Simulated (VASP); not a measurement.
## W: single point with LDA

W:

```
CELL_PARAMETERS angstrom
-1.55004 1.55004 1.55004
1.55004 -1.55004 1.55004
1.55004 1.55004 -1.55004
ATOMIC_POSITIONS crystal
W 0.00000 0.00000 0.00000
```

```
Program             : VASP 6.6.1
Task                : single point
Functional          : LDA
Potentials or basis : VASP PAW LDA potentials, release 64 (W_sv)
Cutoff              : 520 eV
k mesh              : 12 × 12 × 12
Occupations         : fermi-dirac, width 0.05 eV
Spin                : no spin polarisation
```

```yaml
Pressure: 13.7 GPa
Band_gap_on_the_k_mesh: zero (band 7 reaches 17.88 eV, above the bottom of band 8 at 10.89 eV)
```

Levels at points of the mesh, in eV from the Fermi level:
```
           k point  band 5  band 6  band 7  band 8  band 9  band 10
(0.00, 0.00, 0.00)   -9.90   -1.38   -1.38   -1.38    2.32     2.32
(0.50, 0.00, 0.00)   -6.69   -3.91    1.06    2.27    3.31     6.71
(0.50, 0.50, 0.50)   -6.39   -6.39    5.61    5.61    5.61     8.86
```

Run time: 5 s on 1 thread of Intel(R) Xeon(R) 6975P-C (Granite Rapids) (shared host), peak memory 0.12 GiB.

Caveat: spin-orbit coupling is left out, which moves the levels of the heavy elements.
